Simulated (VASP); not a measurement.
# TiO2 in VASP: notebook, part 2 of 2

VASP 6.6.1. The steps go on from the part before.

### Step 4. Single point, PBE+D3(BJ)

This run uses another cell than the first one, of 11.00 Å³/atom.

Contents of INCAR:

```
PREC = Accurate ; ENCUT = 520
EDIFF = 1E-6 ; ISMEAR = -1
SIGMA = 0.05 ; LREAL = False
LASPH = True ; NELM = 80
ALGO = Normal ; ISIF = 2
LWAVE = False ; LCHARG = False
GGA = PE ; IVDW = 12
NBANDS = 46
```

Contents of KPOINTS:

```
regular mesh
0
Gamma
  9 6 4
```

Contents of POSCAR:

```
TiO2
1.0
    2.9655210118     -0.0000645179      0.0001177883
    0.0001055669      4.6989048450     -0.0117733924
    1.4824741959      0.2241579721      7.1062258818
Ti O
3 6
Direct
    0.0037420057      0.0003758442      0.0007043786
    0.3450131646      0.4831958598      0.3179684142
    0.6622721769      0.5175563517      0.6834400648
    0.4402544525      0.1883452762      0.1274724723
    0.7784752134      0.2959582850      0.4510272284
    0.1020458205      0.3053596509      0.8038837214
    0.9052240232      0.6953936249      0.1975231368
    0.2287999295      0.7047940788      0.5503794773
    0.5670242036      0.8124080385      0.8739340962
```

Potentials or basis: VASP PAW PBE potentials, release 64 (Ti_sv, O).

Launch:

```
> cat potpaw_PBE.64/Ti_sv/POTCAR potpaw_PBE.64/O/POTCAR > POTCAR
> mpirun -np 1 vasp_std > vasp.out
```

OUTCAR:

```text
PREC = Accurate
   ENCUT = 520
   EDIFF = 1E-6
   ISMEAR = -1
   LREAL = False
   LASPH = True
   NELM = 80
   ISIF = 2
   GGA = PE
   IVDW = 12
 IVDW          = 12

 ion  position               nearest neighbor table
   1  0.004  0.000  0.001-   4 1.96   9 1.96   4 1.96   9 1.96   7 1.97   6 1.97
   2  0.345  0.483  0.318-   5 1.95   5 1.95   4 1.97   7 1.97   7 1.97   8 1.98
   3  0.662  0.518  0.683-   8 1.95   8 1.95   9 1.97   6 1.97   6 1.97   5 1.98
   4  0.440  0.188  0.127-   1 1.96   1 1.96   2 1.97
   5  0.778  0.296  0.451-   2 1.95   2 1.95   3 1.98
   6  0.102  0.305  0.804-   3 1.97   3 1.97   1 1.97
   7  0.905  0.695  0.198-   2 1.97   2 1.97   1 1.97
   8  0.229  0.705  0.550-   3 1.95   3 1.95   2 1.98
   9  0.567  0.812  0.874-   1 1.96   1 1.96   3 1.97

  LATTYP: Found a base centered monoclinic cell.
 ALAT       =    14.2194051350
 B/A-ratio  =     0.2085545061
 C/A-ratio  =     0.3304582401
 COS(beta)  =    -0.0290285902

  Lattice vectors:

 A1 = (   1.4830468159,  -0.2242224900,  -7.1061080935)
 A2 = (  -1.4824741959,  -0.2241579721,  -7.1062258818)
 A3 = (   0.0001055669,   4.6989048450,  -0.0117733924)

Analysis of symmetry for initial positions (statically):
=====================================================================
 Subroutine PRICEL returns:
 Original cell was already a primitive cell.

 Routine SETGRP: Setting up the symmetry group for a
 base centered monoclinic supercell.

 Subroutine GETGRP returns: Found  2 space group operations
 (whereof  1 operations were pure point group operations)
 out of a pool of  4 trial point group operations.

The static configuration has the point symmetry C_1 .
 The point group associated with its full space group is C_2 .

Analysis of symmetry for dynamics (positions and initial velocities):
=====================================================================
 Subroutine PRICEL returns:
 Original cell was already a primitive cell.

 Routine SETGRP: Setting up the symmetry group for a
 base centered monoclinic supercell.

 Subroutine GETGRP returns: Found  2 space group operations
 (whereof  1 operations were pure point group operations)
 out of a pool of  4 trial point group operations.

The dynamic configuration has the point symmetry C_1 .
 The point group associated with its full space group is C_2 .

 Subroutine INISYM returns: Found  2 space group operations
 (whereof  1 operations are pure point group operations),
 and found     1 'primitive' translations

----------------------------------------------------------------------------------------

                                     Primitive cell

  volume of cell :      99.0301

  direct lattice vectors                    reciprocal lattice vectors
     2.965521012 -0.000064518  0.000117788     0.337211664 -0.000183822 -0.070342034
     0.000105567  4.698904845 -0.011773392     0.000004896  0.212798725 -0.006713520
     1.482474196  0.224157972  7.106225882    -0.000005581  0.000352562  0.140711717

  length of vectors
     2.965521015  4.698919596  7.262673256     0.344470233  0.212904600  0.140712159

  position of ions in fractional coordinates (direct lattice)
     0.003742006  0.000375844  0.000704379
     0.345013165  0.483195860  0.317968414
     0.662272177  0.517556352  0.683440065
[... 92 lines left out ...]
  0.000000  0.500000 -0.000000      1.000000
 [... further k-points ...]
   k-points           NKPTS =    110   k-points in BZ     NKDIM =    110   number of bands    NBANDS=     46
   number of dos      NEDOS =    301   number of ions     NIONS =      9
   total plane-waves  NPLWV =  46656
   dimension x,y,z NGX =    24 NGY =   36 NGZ =   54
   dimension x,y,z NGXF=    48 NGYF=   72 NGZF=  108
   ions per type =               3   6
   NGX,Y,Z   is equivalent  to a cutoff of  13.45, 12.74, 12.36 a.u.
   NGXF,Y,Z  is equivalent  to a cutoff of  26.91, 25.47, 24.72 a.u.
 SYSTEM =  unknown system
   PREC   = accura    normal or accurate (medium, high low for compatibility)
   ISTART =      0    job   : 0-new  1-cont  2-samecut
   ICHARG =      2    charge: 1-file 2-atom 10-const
   ISPIN  =      1    spin polarized calculation?
   LNONCOLLINEAR =      F non collinear calculations
   LSORBIT =      F    spin-orbit coupling
   LASPH  =      T    aspherical Exc in radial PAW
   ENCUT  =  520.0 eV  38.22 Ry    6.18 a.u.   5.51  8.74 13.50*2*pi/ulx,y,z
   NELM   =     80;   NELMIN=  2; NELMDL= -5     # of ELM steps
   EDIFF  = 0.1E-05   stopping-criterion for ELM
   LREAL  =      F    real-space projection
   EDIFFG = 0.1E-04   stopping-criterion for IOM
   NSW    =      0    number of steps for IOM
   IBRION =     -1    ionic relax: 0-MD 1-quasi-New 2-CG
   NFREE  =      0    steps in history (QN), initial steepest desc. (CG)
   ISIF   =      2    stress and relaxation
   ISYM   =      2    0-nonsym 1-usesym 2-fastsym
   POTIM  = 0.5000    time-step for ionic-motion
   TEBEG  =    0.0;   TEEND  =   0.0 temperature during run
   PSTRESS=    0.0 pullay stress
   NELECT =      72.0000    total number of electrons
   NUPDOWN=      -1.0000    fix difference up-down
   EMIN   =  10.00;   EMAX   =-10.00  energy-range for DOS
   EFERMI =   0.00;   METHOD = LEGACY
   ISMEAR =    -1;   SIGMA  =   0.05  broadening in eV -4-tet -1-fermi 0-gaus
   EFERMI_NEDOS =   21; number of points for ismear=-14 and -15
   IALGO  =     38    algorithm
   IMIX   =      4    mixing-type and parameters
     AMIX     =   0.40;   BMIX     =  1.00
     AMIX_MAG =   1.60;   BMIX_MAG =  1.00
  volume/ion in A,a.u.               =      11.00        74.25
  Fermi-wavevector in a.u.,A,eV,Ry     =   1.472075  2.781818 29.483881  2.167004
  Thomas-Fermi vector in A             =   2.587133
   LORBIT       =      0    0 simple, 1 ext, 2 COOP (PROOUT), +10 PAW based schemes
   GGA     = PE    functional components
   LHFCALC =     F    Hartree Fock is set to
   AEXX    =    0.0000 exact exchange contribution
   IVDW    =    12    specifies the selected vdW correction
   LEPSILON=     F    determine dielectric tensor
   LRPA    =     F    only Hartree local field effects (RPA)
 non-spin polarized calculation
  energy-cutoff  :      520.00
  volume of cell :       99.03
 maximum number of plane-waves:      2704
 NGX is ok and might be reduce to    24
   NGX = 11   NGY = 17   NGZ = 27

 number of electron      71.9999998 magnetization

 Free energy of the ion-electron system (eV)
  ---------------------------------------------------
  ext. energy  EPLUGINS =         0.00000000
  ---------------------------------------------------
  free energy    TOTEN  =       -80.28798189 eV

  energy without entropy =      -80.28798189  energy(sigma->0) =      -80.28798189

 E-fermi :   5.0841     XC(G=0): -10.9947

 val. band max:        3.8876604871   @ k =  -0.0000   0.0000   0.2500
 cond. band min:       6.1235240285   @ k =   0.0000   0.0000   0.0000
 fundamental gap:      2.2358635414
 Fermi energy:         5.0840532087

 k-point     1 :       0.0000    0.0000    0.0000
  band No.  band energies     occupation
      1     -52.8434      2.00000
      2     -52.7153      2.00000
      3     -52.6806      2.00000
      4     -29.1326      2.00000
      5     -29.1228      2.00000
      6     -29.0540      2.00000
[... 1165 lines left out ...]
     45       8.0193      0.00000
     46       9.7112      0.00000

 [... further k-points ...]

------------------------ aborting loop because EDIFF is reached ----------------------------------------

 Edisp (eV)   -2.08913

 E8    (eV) :    -0.8258

  FORCE on cell =-STRESS in cart. coord.  units (eV):
  Direction    XX          YY          ZZ          XY          YZ          ZX
  --------------------------------------------------------------------------------------
  -------------------------------------------------------------------------------------
  Total       0.23887     0.01772     0.14166    -0.00000    -0.00062     0.00000
  in kB       3.86454     0.28668     2.29189    -0.00008    -0.01009     0.00006
  external pressure =        2.15 kB  Pullay stress =        0.00 kB

 VOLUME and BASIS-vectors are now :
 -----------------------------------------------------------------------------
  energy-cutoff  :      520.00
  volume of cell :       99.03
      direct lattice vectors                 reciprocal lattice vectors
     2.965521012 -0.000064518  0.000117788     0.337211664 -0.000183822 -0.070342034
     0.000105567  4.698904845 -0.011773392     0.000004896  0.212798725 -0.006713520
     1.482474196  0.224157972  7.106225882    -0.000005581  0.000352562  0.140711717

 POSITION                                       TOTAL-FORCE (eV/Angst)
 -----------------------------------------------------------------------------------
      0.01214      0.00192      0.00500        -0.000374      0.000000     -0.000000
      1.49457      2.34174      2.25391         0.000009      0.001740     -0.037221
      2.97722      2.58510      4.85066         0.000006     -0.001740      0.037221
      1.49458      0.91356      0.90368         0.000259      0.016191      0.014278
      2.97725      1.49173      3.20171        -0.000080     -0.064720      0.009654
      1.49439      1.61505      5.70900        -0.000003     -0.013354      0.010411
      2.97736      3.31181      1.39556        -0.000001      0.013354     -0.010411
      1.49451      3.43512      3.90285        -0.000076      0.064720     -0.009654
      2.97719      4.01329      6.20088         0.000259     -0.016191     -0.014277
 -----------------------------------------------------------------------------------
    total drift:                                0.000916     -0.025633      0.053790

  FREE ENERGIE OF THE ION-ELECTRON SYSTEM (eV)
  ---------------------------------------------------
  free  energy   TOTEN  =       -82.3771103328 eV

  energy  without entropy=      -82.3771103327  energy(sigma->0) =      -82.37711033
```

It took 6.9 min on 1 thread of AMD EPYC 7R13 (Zen 3), shared host; peak memory 0.44 GiB.

Results:

```yaml
Free_energy: -82.3771 eV
Pressure: 0.2 GPa
Largest_force: 0.065 eV/Å
Band_gap_on_the_k_mesh: 2.24 eV (least direct gap 2.28 eV)
Dispersion_energy_per_atom: -0.232 eV
```

Forces on the atoms (eV/Å):
```
Ti   0.000  0.000  0.000
Ti   0.000  0.002 -0.037
Ti   0.000 -0.002  0.037
O    0.000  0.016  0.014
O    0.000 -0.065  0.010
O    0.000 -0.013  0.010
O    0.000  0.013 -0.010
O    0.000  0.065 -0.010
O    0.000 -0.016 -0.014
```

Caveat: three body term missing; an odd mesh through Γ misses points on the zone boundary, where band edges can lie.

### Step 5. Single point, PBEsol+D4

This run uses another cell than the first one, of 10.75 Å³/atom.

Contents of INCAR:

```
PREC = Accurate
ENCUT = 520
EDIFF = 1E-6
ISMEAR = -1
SIGMA = 0.05
LREAL = False
LASPH = True
NELM = 60
ALGO = Normal
ISIF = 2
LWAVE = False
LCHARG = True
GGA = PS
IVDW = 13
LELF = True
LVHAR = True
NBANDS = 46
```

KPOINTS is that of step 4.

Contents of POSCAR:

```
TiO2
1.0
    2.9421141394     -0.0000665123      0.0001238503
    0.0001007630      4.6669099955     -0.0234498626
    1.4707895004      0.2049404315      7.0458147372
Ti O
3 6
Direct
    0.0035625421      0.0003765691      0.0007022924
    0.3451528546      0.4858251132      0.3178228002
    0.6622296201      0.5149271292      0.6835812348
    0.4404595239      0.1897498567      0.1270750155
    0.7791355577      0.2971558791      0.4497379422
    0.1022836246      0.3031971656      0.8034456114
    0.9050232572      0.6975556180      0.1979626401
    0.2281711180      0.7035974484      0.5516714852
    0.5668328918      0.8110022305      0.8743339682
```

Launch:

```
> cat potpaw_PBE.64/Ti_sv/POTCAR potpaw_PBE.64/O/POTCAR > POTCAR
> mpirun -np 1 vasp_std > vasp.out
```

Run time: 6.6 min. Hardware: 1 thread of Intel Xeon Platinum 8259CL at 2.50GHz (Skylake/Cascade Lake), shared host; peak memory 0.45 GiB.

Results (log left out):

| Property | Result |
| --- | --- |
| Free energy | -84.8905 eV |
| Pressure | 0.7 GPa |
| Largest force | 0.066 eV/Å |
| Band gap on the k mesh | 2.28 eV (least direct gap 2.33 eV) |
| Dispersion energy per atom | -0.112 eV |

Forces in eV/Å, atoms in the order of the input:
```
Ti   0.000  0.000  0.000
Ti   0.000  0.001 -0.038
Ti   0.000 -0.001  0.038
O    0.000  0.015  0.013
O    0.000 -0.066  0.007
O    0.000 -0.013  0.011
O    0.000  0.013 -0.011
O    0.000  0.066 -0.007
O    0.000 -0.015 -0.013
```

Stress tensor (GPa, compression positive):
```
0.86 0.00 0.00
0.00 0.49 0.00
0.00 0.00 0.73
```

Levels at points of the mesh, in eV from the valence-band top:
```tsv
k point	band 32	band 33	band 34	band 35	band 36	band 37	band 38	band 39	band 40	band 41
(0.00, 0.00, 0.00)	-0.97	-0.44	-0.37	-0.28	-0.05	2.28	2.70	2.82	2.94	3.19
(0.00, 0.50, 0.00)	-1.17	-1.12	-0.94	-0.89	-0.79	2.39	2.69	2.81	3.04	3.14
(0.00, 0.00, 0.50)	-1.16	-0.91	-0.89	-0.29	-0.17	2.43	2.67	2.84	3.02	3.05
(0.00, 0.50, 0.50)	-1.28	-0.92	-0.75	-0.70	-0.26	2.35	2.59	2.71	2.89	3.20
```

Caveat: the PAW data sets were made with another functional, which shifts forces and pressure a little; an odd mesh through Γ misses points on the zone boundary, where band edges can lie.

### Step 6. Overview

```csv
level,cell,smearing,gap on the mesh (eV),pressure (GPa),largest force (eV/Å)
RPBE+D3(BJ),"a = 2.923, b = 4.448, c = 7.221 Å, angles 90.5, 78.3, 90.0°, 9 atoms, atomic positions A",fermi-dirac 0.05 eV,2.53,0.7,0.07
PBE,"a = 2.968, b = 4.708, c = 7.241 Å, angles 88.1, 78.2, 90.0°, 9 atoms, atomic positions B",gaussian 0.015 eV,2.24,4.4,0.18
PBE+D3(BJ),"a = 2.966, b = 4.699, c = 7.263 Å, angles 88.4, 78.2, 90.0°, 9 atoms, atomic positions C",fermi-dirac 0.05 eV,2.24,0.2,0.07
PBEsol+D4,"a = 2.942, b = 4.667, c = 7.201 Å, angles 88.7, 78.2, 90.0°, 9 atoms, atomic positions D",fermi-dirac 0.05 eV,2.28,0.7,0.07
```

Alike in all rows: task single point; potentials or basis VASP PAW PBE potentials, release 64 (Ti_sv, O); no spin polarisation; k mesh 9 × 6 × 4; cutoff (eV) 520.

Caveats: an odd mesh through Γ misses points on the zone boundary, where band edges can lie; the PAW data sets were made with another functional, which shifts forces and pressure a little (at least some runs); the cell stands under pressure (at least some runs); three body term missing (at least some runs).

Total energies depend on the potentials used, so only differences within one code and one set of settings carry meaning.
